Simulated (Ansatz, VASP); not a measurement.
## BiH5 in VASP and in Ansatz

```
CELL_PARAMETERS angstrom
11.74000 0.00000 0.00000
0.00000 12.16000 0.00000
0.00000 0.00000 12.77000
ATOMIC_POSITIONS crystal
Bi 0.46107 0.50010 0.50019
H 0.46107 0.50010 0.64800
H 0.46107 0.50010 0.35239
H 0.61660 0.50010 0.50019
H 0.38331 0.63014 0.50019
H 0.38330 0.37007 0.50019
```

Alike in both runs: task single point; functional PBE; k mesh 1 × 1 × 1; occupations gaussian, width 0.01 eV; non-collinear spin, spin-orbit coupling.

|  | VASP | Ansatz |
| --- | --- | --- |
| version | VASP 6.6.1 | Ansatz 0.2.0 |
| potentials or method | VASP PAW PBE potentials, release 64 (Bi_d, H), cutoff 520 eV | plane waves, PAW |
| valence electrons in the cell | 20 | 20 |

```csv
,VASP,Ansatz,Ansatz less VASP
rms of the force components (eV/Å),0.062,0.070,+0.0080
net moment per atom (μB),0.00,0.00,0.000
```

Atom by atom the forces differ by 0.008 eV/Å (rms over components). With one functional, cell and mesh, what is left measures potentials, basis and numerics. Ansatz's warnings: structure snapped to symmetry, xc potential rough in thin density.
